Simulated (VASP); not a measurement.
Write the native input for VASP 6.6.1 that does the following.

| Quantity | Value |
| --- | --- |
| Task | electric field gradients |
| Functional | LDA |
| Potentials or basis | VASP PAW LDA potentials, release 64 (Sn_d, O) |
| Cutoff | 520 eV |
| k mesh | 4 × 4 × 6 |
| Occupations | fermi-dirac, width 0.03 eV |
| Spin | no spin polarisation |
| Dipole correction | no |
| Further INCAR settings | ALGO = Normal; EDIFF = 1e-08; NBANDS = 35 |

The structure of SnO2 lies in POSCAR:

```
SnO2
1.0
    4.7373500000      0.0236867500      0.0236867500
    0.0236867500      4.7373500000      0.0236867500
    0.0159320000      0.0159320000      3.1864000000
Sn O
2 4
Direct
    0.0000000000      0.0000000000      0.0000000000
    0.5000000000      0.5000000000      0.5000000000
    0.3056200000      0.3056200000      0.0000000000
    0.1943800000      0.8056200000      0.5000000000
    0.6943800000      0.6943800000      0.0000000000
    0.8056200000      0.1943800000      0.5000000000
```

This cell differs from its parent crystal: equal xy, yz and zx shear strains of +1 %.

The input as run:

INCAR

```
SYSTEM = SnO2
PREC = Accurate
ENCUT = 520
EDIFF = 1E-8
ISMEAR = -1
SIGMA = 0.03
LREAL = .False.
LASPH = .True.
NELM = 60
ALGO = Normal
ISIF = 2
LWAVE = .False.
LCHARG = .False.
GGA = CA
LEFG = .True.
NBANDS = 35
```

KPOINTS

```
regular mesh
0
Gamma
  4 4 6
  0 0 0
```

Potentials or basis: VASP PAW LDA potentials, release 64 (Sn_d, O).

Launch:

```bash
$ cat potpaw_LDA.64/Sn_d/POTCAR potpaw_LDA.64/O/POTCAR > POTCAR
$ mpirun -np 1 vasp_std > vasp.out
```

It gave:

```
Pressure               : 0.1 GPa
Largest force          : 0.110 eV/Å
Band gap on the k mesh : 1.14 eV, direct
```

Caveat: the cell differs from its parent crystal (equal xy, yz and zx shear strains of +1 %); without QUAD_EFG the Cq values of the log hold for a quadrupole moment of 1 mb, not for the nuclei; spin-orbit coupling is left out, which moves the levels of the heavy elements.

Run time: 38 s on 1 thread of Intel(R) Xeon(R) Platinum 8559C (Emerald Rapids), on a shared host, peak memory 0.19 GiB.
